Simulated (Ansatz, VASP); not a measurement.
## Tc in VASP and in Ansatz

The input INCAR:

```
PREC     = Accurate       # precision mode
ENCUT    = 520            # plane-wave cutoff, eV
EDIFF    = 1E-6           # SCF threshold, eV
ISMEAR   = -1             # smearing method
SIGMA    = 0.05           # smearing width, eV
LREAL    = False          # projectors in reciprocal space
LASPH    = True           # aspherical terms in the spheres
NELM     = 60             # most SCF steps
ALGO     = Normal         # electronic algorithm
ISIF     = 2              # what is computed and relaxed
LWAVE    = False          # write WAVECAR
LCHARG   = False          # write CHGCAR
GGA      = CA             # functional
NBANDS   = 20             # bands
```

KPOINTS

```
regular mesh
0
Gamma
  11 11 6
```

File POSCAR:

```
Tc
1.0
    2.7760567665      0.0000000000      0.0000000000
   -1.3880283832      2.4041356821      0.0000000000
    0.0000000000      0.0000000000      4.4558750580
Tc
2
Direct
    0.6666666667      0.3333333333      0.7500000000
    0.3333333333      0.6666666667      0.2500000000
```

File input.yaml:

```yaml
crystal:
  lattice:
    - [2.7760567665, 0.0, 0.0]
    - [-1.3880283832, 2.4041356821, 0.0]
    - [0.0, 0.0, 4.455875058]
  atoms:
    - { symbol: Tc, position: [0.6666666667, 0.3333333333, 0.75] }
    - { symbol: Tc, position: [0.3333333333, 0.6666666667, 0.25] }
kpoints:
  mp_grid: { grid: [11, 11, 6] }
scf:
  occupations: { method: fermi_dirac, width: 0.05 }
hamiltonian:
  xc: lda
  pseudopotentials: { kind: all_electron, lapw: { basis_error: 0.001 } }
output:
  forces: true
  stress: true
  eigenvalues: true
```

Change from the starting cell: volume scaled by 1.04.

Alike in both runs: task single point; functional LDA; k mesh 11 × 11 × 6; occupations fermi-dirac, width 0.05 eV; no spin polarisation.

|  | VASP | Ansatz |
| --- | --- | --- |
| version | VASP 6.6.1 | Ansatz 0.2.0 |
| potentials or method | VASP PAW LDA potentials, release 64 (Tc_pv), cutoff 520 eV | all-electron LAPW, scalar-relativistic |

VASP gave:

- gap on the k mesh at the Fermi level (eV): none
- pressure (GPa): -22.2
- traceless stress, the component that is largest in VASP (GPa): -0.48

Which values does Ansatz return?

gap on the k mesh at the Fermi level (eV): none; pressure (GPa): -22.2; traceless stress, the component that is largest in VASP (GPa): -0.43.

LDA's correlation is that of Perdew and Zunger in VASP and of Perdew and Wang (1992) in Ansatz. A gap of «none» marks a metal or a gap that the smearing closes. Ansatz ran all-electron here, and VASP with PAW potentials.
